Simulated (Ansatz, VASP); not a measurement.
**Y in VASP and in Ansatz**

Contents of POSCAR:

```
Y
1.0
    0.0000000000      2.5757057730      2.5757057730
    2.5757057730      0.0000000000      2.5757057730
    2.5757057730      2.5757057730      0.0000000000
Y
1
Direct
    0.0000000000      0.0000000000      0.0000000000
```

Contents of INCAR.step1:

```
SYSTEM = Y
ALGO = Normal
EDIFF = 1E-4
ENCUT = 520
GGA = PE
ISMEAR = 0
LASPH = .True.
LCHARG = .False.
LREAL = .False.
LWAVE = .True.
NBANDS = 12
NELM = 100
PREC = Accurate
SIGMA = 0.1
```

Contents of INCAR.step2:

```
SYSTEM = Y
ALGO = Normal
EDIFF = 1E-6
ENCUT = 520
ISIF = 2
ISMEAR = 0
ISTART = 1
LASPH = .True.
LCHARG = .True.
LELF = .True.
LMIXTAU = .True.
LREAL = .False.
LVHAR = .True.
LWAVE = .False.
METAGGA = R2SCAN
NBANDS = 12
NELM = 100
PREC = Accurate
SIGMA = 0.1
```

KPOINTS

```
k-points
0
Gamma
  14 14 14
  0 0 0
```

Input for Ansatz:

```yaml
crystal:
  lattice:
    - [0.0, 2.575705773, 2.575705773]
    - [2.575705773, 0.0, 2.575705773]
    - [2.575705773, 2.575705773, 0.0]
  atoms:
    - { symbol: "Y", position: [0.0, 0.0, 0.0] }
basis:
  ecutwfc: 500
kpoints:
  mp_grid: { grid: [14, 14, 14] }
hamiltonian:
  xc: r2scan
scf:
  occupations: { method: gaussian, width: 0.1 }
output:
  forces: true
  stress: true
  eigenvalues: true
```

Alike in both runs: task single point; functional r2SCAN; k mesh 14 × 14 × 14; occupations gaussian, width 0.1 eV; no spin polarisation.

```csv
,VASP,Ansatz
version,VASP 6.6.1,Ansatz 0.2.0
potentials or method,"VASP PAW PBE potentials, release 64 (Y_sv), cutoff 520 eV","scalar-relativistic, plane waves, PAW"
valence electrons in the cell,11,11
```

```tsv
	VASP	Ansatz	Ansatz less VASP
gap on the k mesh at the Fermi level (eV)	none	none	-
pressure (GPa)	-0.9	-1.0	-0.11
```

VASP's potentials were made for PBE, not for r2SCAN. A gap of «none» marks a metal or a gap that the smearing closes.
